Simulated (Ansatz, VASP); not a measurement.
## AlN: VASP beside Ansatz

Contents of POSCAR:

```
AlN
1.0
    0.0000000000      2.1984575146      2.1984575146
    2.1984575146      0.0000000000      2.1984575146
    2.1984575146      2.1984575146      0.0000000000
Al N
1 1
Direct
    0.0000000000      0.0000000000      0.0000000000
    0.2500000000      0.2500000000      0.2500000000
```

File INCAR.step1:

```
SYSTEM = AlN
PREC = Accurate
ENCUT = 520
EDIFF = 1E-5
ISMEAR = -1
SIGMA = 0.05
LREAL = .False.
LASPH = .True.
NELM = 60
ALGO = Normal
ISIF = 2
LWAVE = .True.
NBANDS = 11
GGA = PE
```

File INCAR.step2:

```
SYSTEM = AlN
PREC = Accurate
ENCUT = 520
EDIFF = 1E-6
ISMEAR = -1
SIGMA = 0.05
LREAL = .False.
LASPH = .True.
NELM = 60
ALGO = Normal
ISIF = 2
LWAVE = .False.
LCHARG = .True.
GGA = B5
LHFCALC = .True.
AEXX = 0.5
ALDAX = 0.5
AGGAX = 0.5
AGGAC = 1.0
ALDAC = 0.0
PRECFOCK = Normal
LELF = .True.
LVHAR = .True.
NBANDS = 11
ISTART = 1
```

File KPOINTS:

```
regular mesh
0
Gamma
  5 5 5
  0 0 0
```

The input input.yaml:

```yaml
crystal:
  lattice:
    - [0.0, 2.1984575146, 2.1984575146]
    - [2.1984575146, 0.0, 2.1984575146]
    - [2.1984575146, 2.1984575146, 0.0]
  atoms:
    - { symbol: Al, position: [0.0, 0.0, 0.0] }
    - { symbol: "N", position: [0.25, 0.25, 0.25] }
hamiltonian:
  xc: { name: BHLYP }
  pseudopotentials: { kind: paw }
kpoints:
  mp_grid: { grid: [5, 5, 5] }
scf:
  occupations: { method: fermi_dirac, width: 0.05 }
output:
  forces: true
  stress: true
  eigenvalues: true
```

Alike in both runs: task single point; functional BHLYP; k mesh 5 × 5 × 5; occupations fermi-dirac, width 0.05 eV; no spin polarisation.

|  | VASP | Ansatz |
| --- | --- | --- |
| version | VASP 6.6.1 | Ansatz 0.2.0 |
| potentials or method | VASP PAW PBE potentials, release 64 (Al, N) | Ansatz PAW |
| plane-wave cutoff (eV) | 520 | 420 |
| valence electrons in the cell | 8 | 8 |

Ansatz gave:

| Item | Value |
| --- | --- |
| gap on the k mesh at the Fermi level (eV) | 8.34 |
| least direct gap on the mesh (eV) | 8.64 |
| pressure (GPa) | -7.0 |

Problem. Estimate VASP's values.

Solution. gap on the k mesh at the Fermi level (eV): 8.38; least direct gap on the mesh (eV): 8.61; pressure (GPa): -6.6.

VASP's potentials were made for PBE, not for BHLYP.

The k mesh is coarse, so the values compare programs but aren't converged. Noted on Ansatz's run: odd divisions of the mesh miss points on the zone boundary, where band edges often lie, so the gap on the mesh can be too wide.
